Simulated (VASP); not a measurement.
Set up this calculation in VASP 6.6.1, as the native input.

| Quantity | Value |
| --- | --- |
| Task | single point |
| Functional | PBE |
| Potentials or basis | VASP PAW PBE potentials, release 64 (Zn, O) |
| Cutoff | 520 eV |
| k mesh | 6 × 6 × 6 |
| Occupations | gaussian, width 0.1 eV |
| Spin | no spin polarisation |
| Dipole correction | no |
| Further INCAR settings | ALGO = Normal; EDIFF = 1e-07; NBANDS = 29 |

The structure of Zn3O lies in POSCAR:

```
Zn3O
1.0
    3.7748946007      0.0000000000      0.0000000000
    0.0000000000      3.7748946007      0.0000000000
    0.0000000000      0.0000000000      3.7748946007
Zn O
3 1
Direct
    0.0000000000      0.5000000000      0.5000000000
    0.5000000000      0.0000000000      0.5000000000
    0.5000000000      0.5000000000      0.0000000000
    0.0000000000      0.0000000000      0.0000000000
```

These files were run (other wordings do the same):

INCAR

```
ALGO = Normal
EDIFF = 1E-7
ENCUT = 520
GGA = PE
ISIF = 2
ISMEAR = 0
LASPH = T
LCHARG = T
LELF = T
LREAL = F
LVHAR = T
LWAVE = F
NBANDS = 29
NELM = 80
PREC = Accurate
SIGMA = 0.1
```

KPOINTS

```
k-points
0
Gamma
  6 6 6
```

Potentials or basis: VASP PAW PBE potentials, release 64 (Zn, O).

The run is started by

```sh
$ cat potpaw_PBE.64/Zn/POTCAR potpaw_PBE.64/O/POTCAR > POTCAR
$ mpirun -np 1 vasp_std > vasp.out
```

It gave:

The pressure is 0.2 GPa. The band gap on the k mesh is zero (bands 21 and 22 overlap by 3.47 eV).

Wall time 51 s on 1 thread of AMD EPYC 7R13 (shared host), peak memory 0.14 GiB.
